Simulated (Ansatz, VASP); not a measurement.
## Two plane-wave programs on LiCl

```xyz
2
Lattice="0.0547 2.7877 2.7877 2.7877 0.0547 2.7877 2.7877 2.7877 0.0547" Properties=species:S:1:pos:R:3 pbc="T T T"
Li    0.0098    0.0098    0.0098
Cl    1.3977    1.3977    1.3977
```

Change from the starting cell: shear_111 strain +3.0%.

Alike in both runs: task single point; functional PBE; k mesh 8 × 8 × 8; occupations fermi-dirac, width 0.02 eV; no spin polarisation.

|  | VASP | Ansatz |
| --- | --- | --- |
| version | VASP 6.6.1 | Ansatz 0.2.0 |
| potentials or method | VASP PAW PBE potentials, release 64 (Li_sv, Cl) | plane waves, PAW |
| plane-wave cutoff (eV) | 520 | 420 |
| valence electrons in the cell | 10 | 10 |

VASP gave:

- gap on the k mesh at the Fermi level (eV): 5.91

What did Ansatz give for the same quantities?

gap on the k mesh at the Fermi level (eV): 5.90.

Noted on VASP's run: the cutoff is short for stress, so the pressure is rough.
